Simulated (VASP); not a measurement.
Here is a VASP 6.6.1 calculation.

The input INCAR:

```
ALGO = Normal ; EDIFF = 1E-6
EDIFFG = -0.08 ; ENCUT = 600
GGA = PE ; IBRION = 2
ISIF = 3 ; ISMEAR = 0
LASPH = T ; LCHARG = F
LREAL = F ; LWAVE = F
NELM = 80 ; NSW = 36
PREC = Accurate ; SIGMA = 0.2
```

KPOINTS

```
k-points
0
Gamma
  4 4 3
```

Contents of POSCAR:

```
Zr4Ag
1.0
    4.5296877000      0.0000000000      0.0000000000
   -2.2648438500      3.9228246200      0.0000000000
    0.0000000000      0.0000000000      4.9963952400
Zr Ag
4 1
Direct
    0.0000000000      0.0000000000      0.0000000000
    0.5222418100      0.0000000000      0.5000000000
    0.0000000000      0.5222418100      0.5000000000
    0.4777581900      0.4777581900      0.5000000000
    0.0000000000      0.0000000000      0.5000000000
```

Potentials or basis: VASP PAW PBE potentials, release 64 (Zr_sv, Ag).

Launch:

```sh
$ cat potpaw_PBE.64/Zr_sv/POTCAR potpaw_PBE.64/Ag/POTCAR > POTCAR
$ mpirun -np 1 vasp_std > vasp.out
```

**Question.** What does it give for the relaxed volume?

**Answer.** 29.74 Å³/atom.

**Question.** What does it give for the relaxed cell?

**Answer.** a = 5.792 Å, b = 5.792 Å, c = 5.118 Å, α = 90.00°, β = 90.00°, γ = 120.00°.

**Question.** Estimate the space group after relaxing (to 0.1 Å).

**Answer.** P6/mmm (No. 191).

Forces in eV/Å, atoms in the order of the input:
```
Zr   0.000  0.000  0.000
Zr  -0.064  0.000  0.000
Zr   0.032 -0.056  0.000
Zr   0.032  0.056  0.000
Ag   0.000  0.000  0.000
```

Caveat: the k points lie up to 0.41 Å⁻¹ apart in the final cell, too coarse for converged energies and pressures of a metal; the volume moved by over 15 % at a fixed basis, so the end points are rough; the relaxation stopped at a loose force limit of 0.08 eV/Å, so its end isn't a converged minimum.
